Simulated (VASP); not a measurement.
# Ru (Cmcm) in VASP: a series of runs, part 2 of 3

VASP 6.6.1. Earlier steps stand in the parts before.

### Step 3. Single point, PBEsol (strain +0.0375 x Voigt [1, -1, 0, 0, 0, 0])

File INCAR:

```
PREC = Accurate
ENCUT = 520
EDIFF = 1E-6
ISMEAR = 0
SIGMA = 0.15
LREAL = False
LASPH = True
NELM = 100
ALGO = Fast
ISIF = 2
LWAVE = False
LCHARG = False
GGA = PS
NBANDS = 21
```

File KPOINTS:

```
regular mesh
0
Gamma
  24 24 12
```

File POSCAR:

```
Ru
1.0
    2.8072668093      0.0000000000      0.0000000000
   -1.4036334046      2.2554175499      0.0000000000
    0.0000000000      0.0000000000      4.2819000000
Ru
2
Direct
    0.3333333333      0.6666666667      0.2500000000
    0.6666666667      0.3333333333      0.7500000000
```

Potentials or basis: VASP PAW PBE potentials, release 64 (Ru_pv).

On the command line:

```bash
$ cat potpaw_PBE.64/Ru_pv/POTCAR > POTCAR
$ mpirun -np 1 vasp_std > vasp.out
```

OUTCAR:

```text
PREC = Accurate
   ENCUT = 520
   EDIFF = 1E-6
   ISMEAR = 0
   LREAL = False
   LASPH = True
   NELM = 100
   ISIF = 2
   GGA = PS

 ion  position               nearest neighbor table
   1  0.333  0.667  0.250-   2 2.62   2 2.62   2 2.67   2 2.67   2 2.67   2 2.67
   2  0.667  0.333  0.750-   1 2.62   1 2.62   1 2.67   1 2.67   1 2.67   1 2.67

  Warning from LATTYP: Monoclinic adjustment (A1->A3, A2->A1, A3->A2)!
  LATTYP: Found a base centered orthorhombic cell.
 ALAT       =     2.8072668093
 B/A-ratio  =     1.6068423154
 C/A-ratio  =     1.5252914279

  Lattice vectors:

 A1 = (   1.4036334046,  -2.2554175499,   0.0000000000)
 A2 = (   1.4036334047,   2.2554175499,   0.0000000000)
 A3 = (   0.0000000000,   0.0000000000,   4.2819000000)

Analysis of symmetry for initial positions (statically):
=====================================================================
 Subroutine PRICEL returns:
 Original cell was already a primitive cell.

 Routine SETGRP: Setting up the symmetry group for a
 base centered orthorhombic supercell.

 Subroutine GETGRP returns: Found  8 space group operations
 (whereof  4 operations were pure point group operations)
 out of a pool of  8 trial point group operations.

The static configuration has the point symmetry C_2h.
 The point group associated with its full space group is D_2h.

Analysis of symmetry for dynamics (positions and initial velocities):
=====================================================================
 Subroutine PRICEL returns:
 Original cell was already a primitive cell.

 Routine SETGRP: Setting up the symmetry group for a
 base centered orthorhombic supercell.

 Subroutine GETGRP returns: Found  8 space group operations
 (whereof  4 operations were pure point group operations)
 out of a pool of  8 trial point group operations.

The dynamic configuration has the point symmetry C_2h.
 The point group associated with its full space group is D_2h.

 Subroutine INISYM returns: Found  8 space group operations
 (whereof  4 operations are pure point group operations),
 and found     1 'primitive' translations

----------------------------------------------------------------------------------------

                                     Primitive cell

  volume of cell :      27.1111

  direct lattice vectors                    reciprocal lattice vectors
     2.807266809  0.000000000  0.000000000     0.356218368  0.221688441  0.000000000
    -1.403633405  2.255417550  0.000000000     0.000000000  0.443376882  0.000000000
     0.000000000  0.000000000  4.281900000     0.000000000  0.000000000  0.233541185

  length of vectors
     2.807266809  2.656519350  4.281900000     0.419567980  0.443376882  0.233541185

  position of ions in fractional coordinates (direct lattice)
     0.333333333  0.666666667  0.250000000
     0.666666667  0.333333333  0.750000000

  ion indices of the primitive-cell ions
   primitive index   ion index
                 1           1
                 2           2

----------------------------------------------------------------------------------------

 KPOINTS: regular mesh

Automatic generation of k-mesh.
 Grid dimensions read from file:
 generate k-points for:   24   24   12

 Generating k-lattice:

  Cartesian coordinates                     Fractional coordinates (reciprocal lattice)
     0.014842432  0.009237018  0.000000000     0.041666667 -0.000000000  0.000000000
     0.000000000  0.018474037  0.000000000     0.000000000  0.041666667  0.000000000
     0.000000000  0.000000000  0.019461765     0.000000000  0.000000000  0.083333333

  Length of vectors
     0.017481999  0.018474037  0.019461765

  Shift w.r.t. Gamma in fractional coordinates (k-lattice)
     0.000000000  0.000000000  0.000000000

 Subroutine IBZKPT returns following result:
 ===========================================

 Found   1099 irreducible k-points:

 Following reciprocal coordinates:
            Coordinates               Weight
  0.000000  0.000000  0.000000      1.000000
  0.041667  0.000000  0.000000      4.000000
  0.083333  0.000000  0.000000      4.000000
  0.125000  0.000000  0.000000      4.000000
  0.166667  0.000000  0.000000      4.000000
  0.208333  0.000000  0.000000      4.000000
[... 16 lines left out ...]
  0.375000  0.041667  0.000000      4.000000
  0.416667  0.041667  0.000000      4.000000
 [... further k-points ...]
   k-points           NKPTS =   1099   k-points in BZ     NKDIM =   1099   number of bands    NBANDS=     21
   number of dos      NEDOS =    301   number of ions     NIONS =      2
   total plane-waves  NPLWV =  15360
   dimension x,y,z NGX =    24 NGY =   20 NGZ =   32
   dimension x,y,z NGXF=    48 NGYF=   40 NGZF=   64
   ions per type =               2
   NGX,Y,Z   is equivalent  to a cutoff of  14.21, 12.52, 12.42 a.u.
   NGXF,Y,Z  is equivalent  to a cutoff of  28.43, 25.03, 24.85 a.u.
 SYSTEM =  unknown system
   PREC   = accura    normal or accurate (medium, high low for compatibility)
   ISTART =      0    job   : 0-new  1-cont  2-samecut
   ICHARG =      2    charge: 1-file 2-atom 10-const
   ISPIN  =      1    spin polarized calculation?
   LNONCOLLINEAR =      F non collinear calculations
   LSORBIT =      F    spin-orbit coupling
   LASPH  =      T    aspherical Exc in radial PAW
   ENCUT  =  520.0 eV  38.22 Ry    6.18 a.u.   5.22  4.94  7.96*2*pi/ulx,y,z
   NELM   =    100;   NELMIN=  2; NELMDL= -5     # of ELM steps
   EDIFF  = 0.1E-05   stopping-criterion for ELM
   LREAL  =      F    real-space projection
   EDIFFG = 0.1E-04   stopping-criterion for IOM
   NSW    =      0    number of steps for IOM
   IBRION =     -1    ionic relax: 0-MD 1-quasi-New 2-CG
   NFREE  =      0    steps in history (QN), initial steepest desc. (CG)
   ISIF   =      2    stress and relaxation
   ISYM   =      2    0-nonsym 1-usesym 2-fastsym
   POTIM  = 0.5000    time-step for ionic-motion
   TEBEG  =    0.0;   TEEND  =   0.0 temperature during run
   PSTRESS=    0.0 pullay stress
   NELECT =      28.0000    total number of electrons
   NUPDOWN=      -1.0000    fix difference up-down
   EMIN   =  10.00;   EMAX   =-10.00  energy-range for DOS
   EFERMI =   0.00;   METHOD = LEGACY
   ISMEAR =     0;   SIGMA  =   0.15  broadening in eV -4-tet -1-fermi 0-gaus
   EFERMI_NEDOS =   21; number of points for ismear=-14 and -15
   IALGO  =     68    algorithm
   IMIX   =      4    mixing-type and parameters
     AMIX     =   0.40;   BMIX     =  1.00
     AMIX_MAG =   1.60;   BMIX_MAG =  1.00
  volume/ion in A,a.u.               =      13.56        91.48
  Fermi-wavevector in a.u.,A,eV,Ry     =   1.654799  3.127116 37.257624  2.738358
  Thomas-Fermi vector in A             =   2.743004
   LORBIT       =      0    0 simple, 1 ext, 2 COOP (PROOUT), +10 PAW based schemes
   GGA     = PS    functional components
   LHFCALC =     F    Hartree Fock is set to
   AEXX    =    0.0000 exact exchange contribution
   IVDW    =     0    specifies the selected vdW correction
   LEPSILON=     F    determine dielectric tensor
   LRPA    =     F    only Hartree local field effects (RPA)
 non-spin polarized calculation
 RMM-DIIS sequential band-by-band and
 Gauss-broadening in eV      SIGMA  =   0.15
  energy-cutoff  :      520.00
  volume of cell :       27.11
 maximum number of plane-waves:       754
 NGX is ok and might be reduce to    24
   NGX = 11   NGY =  9   NGZ = 15

 number of electron      28.0000002 magnetization

 Free energy of the ion-electron system (eV)
  ---------------------------------------------------
  ext. energy  EPLUGINS =         0.00000000
  ---------------------------------------------------
  free energy    TOTEN  =       -20.24798138 eV

  energy without entropy =      -20.22888102  energy(sigma->0) =      -20.23843120

 E-fermi :  12.7486     XC(G=0): -14.2875

 val. band max:       12.7473720943   @ k =   0.5000   0.2500   0.0000
 cond. band min:      12.7490921221   @ k =  -0.2917   0.1250   0.1667
 fundamental gap:      0.0017200278
 Fermi energy:        12.7486456579

 k-point     1 :       0.0000    0.0000    0.0000
  band No.  band energies     occupation
      1     -30.8756      2.00000
      2     -29.9589      2.00000
      3     -29.8931      2.00000
      4     -29.7918      2.00000
      5     -29.7190      2.00000
      6     -29.7188      2.00000
[... 550 lines left out ...]
      5     -29.9725      2.00000
      6     -29.8338      2.00000
[... 13 lines left out ...]
     20      24.1082      0.00000
     21      26.5727      0.00000

 [... further k-points ...]

------------------------ aborting loop because EDIFF is reached ----------------------------------------

  FORCE on cell =-STRESS in cart. coord.  units (eV):
  Direction    XX          YY          ZZ          XY          YZ          ZX
  --------------------------------------------------------------------------------------
  -------------------------------------------------------------------------------------
  Total       -2.9822694      1.8654973     -1.2063669      0.0000000      0.0000000      0.0000000
  in kB     -176.2423575    110.2447821    -71.2923304      0.0000000      0.0000000      0.0000000
  external PRESSURE =     -45.7633019 kB  Pullay stress =       0.0000000 kB

 VOLUME and BASIS-vectors are now :
 -----------------------------------------------------------------------------
  energy-cutoff  :      520.00
  volume of cell :       27.11
      direct lattice vectors                 reciprocal lattice vectors
     2.807266809  0.000000000  0.000000000     0.356218368  0.221688441  0.000000000
    -1.403633405  2.255417550  0.000000000     0.000000000  0.443376882  0.000000000
     0.000000000  0.000000000  4.281900000     0.000000000  0.000000000  0.233541185

 POSITION                                       TOTAL-FORCE (eV/Angst)
 -----------------------------------------------------------------------------------
     -0.00000      1.50361      1.07048        -0.000000     -0.203691     -0.000000
      1.40363      0.75181      3.21143         0.000000      0.203691      0.000000
 -----------------------------------------------------------------------------------
    total drift:                               -0.000000      0.000000     -0.000000

  FREE ENERGIE OF THE ION-ELECTRON SYSTEM (eV)
  ---------------------------------------------------
  free  energy   TOTEN  =       -20.2479813771 eV

  energy  without entropy=      -20.2288810238  energy(sigma->0) =      -20.23843120
```

Wall time 6.1 min (1 thread of Oxide Virtual Turin-like, shared host); peak memory 0.52 GiB.

Results:

```yaml
Free_energy: -20.2480 eV
Pressure: -4.6 GPa
Largest_force: 0.204 eV/Å
Band_gap_on_the_k_mesh: zero (bands 14 and 15 overlap by 3.42 eV)
```

Forces on the atoms (eV/Å):
```
Ru   0.000 -0.204  0.000
Ru   0.000  0.204  0.000
```

Caveat: the cell differs from its parent crystal (strain +0.0375 x Voigt [1, -1, 0, 0, 0, 0]); the stress differs along the axes, from -18 to 11 GPa; the PAW data sets were made with another functional, which shifts forces and pressure a little.

### Step 4. Single point, PBEsol (strain -0.1125 x Voigt [1, -1, 0, 0, 0, 0])

File INCAR:

```
ALGO     = Fast           # electronic algorithm
EDIFF    = 1E-6           # SCF threshold, eV
ENCUT    = 520            # plane-wave cutoff, eV
GGA      = PS             # functional
ISIF     = 2              # what is computed and relaxed
ISMEAR   = 0              # smearing method
LASPH    = T              # aspherical terms in the spheres
LCHARG   = F              # write CHGCAR
LREAL    = F              # projectors in reciprocal space
LWAVE    = F              # write WAVECAR
NBANDS   = 21             # bands
NELM     = 80             # most SCF steps
PREC     = Accurate       # precision mode
SIGMA    = 0.15           # smearing width, eV
```

File KPOINTS:

```
k-points
0
Gamma
  24 24 12
```

File POSCAR:

```
Ru
1.0
    2.4013969091      0.0000000000      0.0000000000
   -1.2006984546      2.6069111941      0.0000000000
    0.0000000000      0.0000000000      4.2819000000
Ru
2
Direct
    0.3333333333      0.6666666667      0.2500000000
    0.6666666667      0.3333333333      0.7500000000
```

On the command line:

```bash
$ cat potpaw_PBE.64/Ru_pv/POTCAR > POTCAR
$ mpirun -np 1 vasp_std > vasp.out
```

It took 7.2 min on 1 thread of Oxide Virtual Turin-like, shared host; peak memory 0.51 GiB.

It converged, with:

| Property | Result |
| --- | --- |
| Free energy | -19.3638 eV |
| Pressure | 12.5 GPa |
| Largest force | 0.477 eV/Å |
| Band gap on the k mesh | zero (bands 14 and 15 overlap by 2.81 eV) |

Forces in eV/Å, atoms in the order of the input:
```
Ru   0.000  0.477  0.000
Ru   0.000 -0.477  0.000
```

Stress tensor (GPa, compression positive):
```
 70.30   0.00   0.00
  0.00 -32.00   0.00
  0.00   0.00  -0.80
```

Levels at points of the mesh, in eV from the Fermi level:
```
           k point  band 12  band 13  band 14  band 15  band 16  band 17
(0.00, 0.00, 0.00)    -2.17    -0.57    -0.51    -0.09     0.52     1.11
(0.50, 0.00, 0.00)    -1.35    -0.95     1.04     1.41     1.59     5.24
(0.00, 0.50, 0.00)    -2.50    -1.39     1.35     1.77     2.41     2.79
(0.00, 0.00, 0.50)    -3.16    -0.95    -0.95    -0.01    -0.01     1.38
(0.50, 0.00, 0.50)    -1.51     0.18     0.18     1.82     1.82     4.33
(0.00, 0.50, 0.50)    -0.26     0.12     0.12     1.70     1.70     2.37
```

Caveat: the cell differs from its parent crystal (strain -0.1125 x Voigt [1, -1, 0, 0, 0, 0]); the stress differs along the axes, from -32 to 70 GPa; the PAW data sets were made with another functional, which shifts forces and pressure a little.

(Continued in part 3 of 3.)
